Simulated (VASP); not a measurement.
# W (Im-3m) in VASP: a series of runs, part 3 of 3

VASP 6.6.1.

**5. Relaxation of cell and atoms, LDA, target pressure 20 GPa, at which the enthalpy is minimised**

Input file INCAR:

```
PREC     = Accurate       # precision mode
ENCUT    = 500            # plane-wave cutoff, eV
EDIFF    = 1E-7           # SCF threshold, eV
ISMEAR   = -1             # smearing method
SIGMA    = 0.05           # smearing width, eV
LREAL    = False          # projectors in reciprocal space
LASPH    = True           # aspherical terms in the spheres
NELM     = 120            # most SCF steps
ALGO     = Normal         # electronic algorithm
ISIF     = 3              # what is computed and relaxed
LWAVE    = False          # write WAVECAR
LCHARG   = False          # write CHGCAR
GGA      = CA             # functional
IBRION   = 2              # ionic algorithm
NSW      = 80             # ionic steps
EDIFFG   = -0.02          # ionic threshold
PSTRESS  = 200.0        
GGA_COMPAT= False        
NELMIN   = 4
```

Input file KPOINTS:

```
Automatic mesh
0
Gamma
  10 10 10
```

Input file POSCAR:

```
W
1.0
   -1.5800000000      1.5800000000      1.5800000000
    1.5800000000     -1.5800000000      1.5800000000
    1.5800000000      1.5800000000     -1.5800000000
W
1
Direct
    0.0000000000      0.0000000000      0.0000000000
```

Potentials or basis: VASP PAW LDA potentials, release 64 (W_sv).

Run with:

```sh
cat potpaw_LDA.64/W_sv/POTCAR > POTCAR
mpirun -np 1 vasp_std > vasp.out
```

OUTCAR:

```text
PREC = Accurate
   ENCUT = 500
   EDIFF = 1E-7
   ISMEAR = -1
   LREAL = False
   LASPH = True
   NELM = 120
   ISIF = 3
   GGA = CA
   IBRION = 2
   NSW = 80
   EDIFFG = -0.02
   PSTRESS = 200.0
   NELMIN = 4

 ion  position               nearest neighbor table
   1  0.000  0.000  0.000-

  LATTYP: Found a body centered cubic cell.
 ALAT       =     3.1600000000

  Lattice vectors:

 A1 = (  -1.5800000000,   1.5800000000,   1.5800000000)
 A2 = (   1.5800000000,  -1.5800000000,   1.5800000000)
 A3 = (   1.5800000000,   1.5800000000,  -1.5800000000)

Analysis of symmetry for initial positions (statically):
=====================================================================
 Subroutine PRICEL returns:
 Original cell was already a primitive cell.

 Routine SETGRP: Setting up the symmetry group for a
 body centered cubic supercell.

 Subroutine GETGRP returns: Found 48 space group operations
 (whereof 48 operations were pure point group operations)
 out of a pool of 48 trial point group operations.

The static configuration has the point symmetry O_h .

Analysis of symmetry for dynamics (positions and initial velocities):
[... 165 lines left out ...]
  Total       -0.5214537     -0.5214537     -0.5214537      0.0000000      0.0000000     -0.0000000
  in kB      -52.9535468    -52.9535468    -52.9535468      0.0000000      0.0000000     -0.0000000
  external PRESSURE =    -252.9535468 kB  Pullay stress =     200.0000000 kB
[... 135 lines left out ...]
--------------------------------------- Ionic step        5  -------------------------------------------

 number of electron      13.9999997 magnetization

 Free energy of the ion-electron system (eV)
  ---------------------------------------------------
  ext. energy  EPLUGINS =         0.00000000
  ---------------------------------------------------
  free energy    TOTEN  =       -14.05064269 eV

  energy without entropy =      -14.04676811  energy(sigma->0) =      -14.04870540

 E-fermi :  12.5150     XC(G=0): -14.2498

 val. band max:       12.4326001121   @ k =   0.5000   0.5000   0.2000
 cond. band min:      12.5727104659   @ k =  -0.2000   0.2000   0.1000
 fundamental gap:      0.1401103538
 Fermi energy:        12.5149534381

 k-point     1 :       0.0000    0.0000    0.0000
  band No.  band energies     occupation
      1     -61.2746      2.00000
      2     -24.9524      2.00000
      3     -24.9524      2.00000
      4     -24.9524      2.00000
      5       2.4880      2.00000
      6      11.0092      2.00000
      7      11.0092      2.00000
      8      11.0092      2.00000
      9      14.7765      0.00000
     10      14.7765      0.00000
     11      27.1556      0.00000
[... 309 lines left out ...]
 k-point    24 :      -0.3000    0.3000    0.1000
  band No.  band energies     occupation
      1     -61.1353      2.00000
      2     -26.0500      2.00000
      3     -25.3659      2.00000
      4     -25.0870      2.00000
      5       6.0200      2.00000
      6       9.6922      2.00000
      7      10.1929      2.00000
      8      13.2454      0.00000
      9      15.0939      0.00000
     10      15.9469      0.00000
     11      26.7802      0.00000

 [... further k-points ...]

------------------------ aborting loop because EDIFF is reached ----------------------------------------

  FORCE on cell =-STRESS in cart. coord.  units (eV):
  Direction    XX          YY          ZZ          XY          YZ          ZX
  --------------------------------------------------------------------------------------
  -------------------------------------------------------------------------------------
  Total        1.8396221      1.8396221      1.8396221      0.0000000      0.0000000     -0.0000000
  in kB      200.0791799    200.0791799    200.0791799      0.0000000      0.0000000     -0.0000000
  external PRESSURE =       0.0791799 kB  Pullay stress =     200.0000000 kB
[... 20 lines left out ...]
  energy  without entropy=      -14.0467681061  energy(sigma->0) =      -14.04870540

  enthalpy is  TOTEN    =       -12.2117486319 eV   P V=        1.8388940563

 reached required accuracy - stopping structural energy minimisation
```

OSZICAR:

```text
N       E                     dE             d eps       ncg     rms          rms(c)
DAV:   1     0.773105358649E+02    0.77311E+02   -0.78345E+03  1034   0.141E+03
DAV:   2    -0.132481599448E+02   -0.90559E+02   -0.87707E+02  1130   0.333E+02
[... 39 lines left out ...]
       N       E                     dE             d eps       ncg     rms          rms(c)
DAV:   1    -0.140512544512E+02    0.32982E-02   -0.14574E-02  1070   0.195E+00    0.353E-01
DAV:   2    -0.140507378655E+02    0.51659E-03   -0.74188E-04  1052   0.384E-01    0.816E-02
DAV:   3    -0.140506424589E+02    0.95407E-04   -0.24989E-04  1082   0.218E-01    0.609E-02
DAV:   4    -0.140506428000E+02   -0.34108E-06   -0.65714E-06  1061   0.347E-02    0.809E-03
DAV:   5    -0.140506426845E+02    0.11549E-06   -0.46648E-07  1082   0.914E-03    0.258E-04
DAV:   6    -0.140506426882E+02   -0.36405E-08   -0.45674E-09   520   0.965E-04
   5 F= -.12211749E+02 E0= -.12209811E+02  d E =-.874002E-01
```

Run time: 9.5 s. Hardware: 1 thread of Intel Xeon 6975P-C (Granite Rapids), shared host; peak memory 0.13 GiB.

Results:

- Free energy: -14.0506 eV
- Relaxed volume: 14.73 Å³/atom
- Relaxed cell: a = 2.675 Å, b = 2.675 Å, c = 2.675 Å, α = 109.47°, β = 109.47°, γ = 109.47°
- Space group after relaxing (to 0.1 Å): Im-3m (No. 229)
- Energy change on relaxing (the run minimises the enthalpy): +43.2 meV/atom
- Ionic steps: 5
- Pressure after relaxing: 20.0 GPa
- Band gap on the k mesh: zero (bands 7 and 8 overlap by 7.09 eV)

Step by step:
```tsv
step	energy change (eV)	largest force (eV/Å)	pressure (GPa)	volume (Å³)
1	0.0000	0.0000	-5.30	15.78
2	2.8081	0.0000	258.74	10.75
3	0.0298	0.0000	16.73	14.85
4	0.0393	0.0000	19.09	14.76
5	0.0432	0.0000	20.01	14.73
```

Final structure:
```cif
data_structure
_symmetry_space_group_name_H-M 'P 1'
_symmetry_Int_Tables_number 1
_cell_length_a 2.6748
_cell_length_b 2.6748
_cell_length_c 2.6748
_cell_angle_alpha 109.471
_cell_angle_beta 109.471
_cell_angle_gamma 109.471
_cell_volume 14.73
loop_
_atom_site_label
_atom_site_type_symbol
_atom_site_fract_x
_atom_site_fract_y
_atom_site_fract_z
_atom_site_occupancy
W1 W 0.00000 0.00000 0.00000 1
```

Levels at points of the mesh, in eV from the Fermi level:
| k point | band 4 | band 5 | band 6 | band 7 | band 8 | band 9 | band 10 | band 11 |
| --- | --- | --- | --- | --- | --- | --- | --- | --- |
| (0.00, 0.00, 0.00) | -37.47 | -10.03 | -1.51 | -1.51 | -1.51 | 2.26 | 2.26 | 14.64 |
| (0.50, 0.00, 0.00) | -37.48 | -6.85 | -4.07 | 1.04 | 2.21 | 3.26 | 6.70 | 11.66 |
| (0.50, 0.50, 0.50) | -38.62 | -6.56 | -6.56 | 5.58 | 5.58 | 5.58 | 8.88 | 8.88 |

Caveat: the cell is relaxed towards a set pressure, so the run minimises the enthalpy, not the energy; spin-orbit coupling is left out, which moves the levels of the heavy elements.

**6. Overview**

```tsv
cell	gap on the mesh (eV)	pressure (GPa)
relaxed	none	-0.2
relaxed to 5 GPa	none	4.9
relaxed to 10 GPa	none	10.1
relaxed to 20 GPa	none	20.0
```

Alike in all rows: task relaxation of cell and atoms; level LDA; potentials or basis VASP PAW LDA potentials, release 64 (W_sv); no spin polarisation; k mesh 10 × 10 × 10; cutoff (eV) 500; smearing fermi-dirac 0.05 eV.

Caveats: spin-orbit coupling is left out, which moves the levels of the heavy elements; the cell is relaxed towards a set pressure, so the run minimises the enthalpy, not the energy (at least some runs).

Total energies depend on the potentials used, so only differences within one code and one set of settings carry meaning.
